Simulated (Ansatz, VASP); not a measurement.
# One calculation of Bi, two programs

Contents of INCAR:

```
SYSTEM = Bi
ALGO = Normal
EDIFF = 1E-6
EDIFFG = -0.005
ENCUT = 600
GGA = PE
IBRION = 2
ISIF = 3
ISMEAR = -1
LASPH = .TRUE.
LCHARG = .FALSE.
LREAL = .FALSE.
LWAVE = .FALSE.
NELM = 60
NSW = 45
PREC = Accurate
SIGMA = 0.05
```

Contents of KPOINTS:

```
k-points
0
G
  13 13 7
  0 0 0
```

Contents of POSCAR:

```
Bi
1.0
    3.4954122469      0.0000000000      0.0000000000
   -1.7477061234      3.0271158026      0.0000000000
    0.0000000000      0.0000000000      6.0123925591
Bi
2
Direct
    0.3333333333      0.6666666667      0.2500000000
    0.6666666667      0.3333333333      0.7500000000
```

Input for Ansatz:

```yaml
crystal:
  lattice:
    - [3.4954122469, 0.0, 0.0]
    - [-1.7477061234, 3.0271158026, 0.0]
    - [0.0, 0.0, 6.0123925591]
  atoms:
    - { symbol: Bi, position: [0.3333333333, 0.6666666667, 0.25] }
    - { symbol: Bi, position: [0.6666666667, 0.3333333333, 0.75] }
kpoints:
  mp_grid: { grid: [13, 13, 7] }
scf:
  occupations: { method: fermi_dirac, width: 0.05 }
hamiltonian:
  xc: pbe
  pseudopotentials:
    kind: all_electron
    lapw: { basis_error: 0.0005 }
    relativity: none
output:
  forces: true
  stress: true
  eigenvalues: true
  populations: true
relax:
  f_tol: 0.005
  max_steps: 25
  cell: {}
```

Alike in both runs: task relaxation of cell and atoms; functional PBE; k mesh 13 × 13 × 7; occupations fermi-dirac, width 0.05 eV; no spin polarisation.

|  | VASP | Ansatz |
| --- | --- | --- |
| version | VASP 6.6.1 | Ansatz 0.2.0 |
| potentials or method | VASP PAW PBE potentials, release 64 (Bi_d), cutoff 600 eV | all-electron LAPW, non-relativistic |

```tsv
	VASP	Ansatz	Ansatz less VASP
relaxed volume (Å³/atom)	31.81	32.66	+0.848
relaxed length of the cell vector where the two differ most in proportion (Å)	6.012	5.572	-0.4405
```

Ansatz ran all-electron here, and VASP with PAW potentials.

Neither program's run includes spin-orbit coupling. Noted on VASP's run: the relaxation stopped at its first step, so nothing moved.
